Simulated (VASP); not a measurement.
A run of VASP 6.6.1:

INCAR

```
SYSTEM = Hf
  PREC = Accurate
  ENCUT = 520
  EDIFF = 1E-6
  ISMEAR = -1
  SIGMA = 0.08
  LREAL = .False.
  LASPH = .True.
  NELM = 80
  ALGO = Normal
  ISIF = 2
  LWAVE = .False.
  LCHARG = .False.
  GGA = PE
  NBANDS = 11
```

KPOINTS

```
regular mesh
0
Gamma
  15 15 15
  0 0 0
```

Contents of POSCAR:

```
Hf
1.0
    2.9176107633      0.0000000000      0.0000000000
    0.0000000000      2.9176107633      0.0000000000
    0.0000000000      0.0000000000      2.9176107633
Hf
1
Direct
    0.0000000000      0.0000000000      0.0000000000
```

Potentials or basis: VASP PAW PBE potentials, release 64 (Hf_pv).

Command:

```sh
$ cat potpaw_PBE.64/Hf_pv/POTCAR > POTCAR
$ mpirun -np 1 vasp_std > vasp.out
```

Hardware: 1 thread of Intel(R) Xeon(R) Platinum 8259CL CPU @ 2.50GHz (Skylake/Cascade Lake), on a shared host.

Problem. Estimate the wall time of this run.

Solution. Run time: 22 s on 1 thread of Intel(R) Xeon(R) Platinum 8259CL CPU @ 2.50GHz (Skylake/Cascade Lake) (shared host), peak memory 0.16 GiB. Counts: scf iterations 12, k points 120.
